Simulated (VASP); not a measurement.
Wanted: the native input for a VASP 6.6.1 run.

* Task: single point
* Functional: PBEsol
* Potentials or basis: VASP PAW PBE potentials, release 64 (Mo_sv, W_sv)
* Cutoff: 520 eV
* k mesh: 3 × 3 × 3
* Occupations: gaussian, width 0.05 eV
* Spin: no spin polarisation
* Dipole correction: no
* Further INCAR settings: LREAL = Auto; ALGO = Normal; EDIFF = 1e-06; NBANDS = 118

The structure of MoW14 (a cell with a defect) lies in POSCAR:

```
MoW14
1.0
    6.3200000000      0.0000000000      0.0000000000
    0.0000000000      6.3200000000      0.0000000000
    0.0000000000      0.0000000000      6.3200000000
Mo W
1 14
Direct
   -0.0010194620      0.0019639241      0.0029159810
    0.5027580696      0.0006431962      0.0015447785
    0.0003454114      0.4982023734      0.0015325949
    0.0003424051      0.0006256329      0.4991370253
    0.2514715190      0.2489507911      0.2498691456
    0.5043493671      0.4966308544      0.0028886076
    0.5043357595      0.0019447785      0.4975515823
   -0.0009738924      0.4966498418      0.4975512658
    0.2515517405      0.7494145570      0.2502773734
    0.2515560127      0.2493686709      0.7503348101
    0.5029808544      0.4979707278      0.4989071203
    0.7520142405      0.7494905063      0.2498672468
    0.7520216772      0.2489503165      0.7503947785
    0.2513882911      0.7495667722      0.7504830696
    0.7515830696      0.7494219937      0.7503283228
```

The input as run:

INCAR

```
SYSTEM = MoW14
PREC = Accurate
ENCUT = 520
EDIFF = 1E-6
ISMEAR = 0
SIGMA = 0.05
LREAL = Auto
LASPH = .TRUE.
NELM = 60
ALGO = Normal
ISIF = 2
LWAVE = .FALSE.
LCHARG = .FALSE.
GGA = PS
NBANDS = 118
```

KPOINTS

```
Automatic mesh
0
G
  3 3 3
  0 0 0
```

Potentials or basis: VASP PAW PBE potentials, release 64 (Mo_sv, W_sv).

Run with:

```console
$ cat potpaw_PBE.64/Mo_sv/POTCAR potpaw_PBE.64/W_sv/POTCAR > POTCAR
$ mpirun -np 1 vasp_std > vasp.out
```

It gave:

The pressure is -8.2 GPa. The largest force is 0.030 eV/Å. The band gap on the k mesh is zero (filled and empty bands touch).

Caveat: the PAW data sets were made with another functional, which shifts forces and pressure a little; spin-orbit coupling is left out, which moves the levels of the heavy elements.

Run time: 12 min on 1 thread of Intel(R) Xeon(R) Platinum 8488C (Sapphire Rapids), on a shared host, peak memory 0.47 GiB.
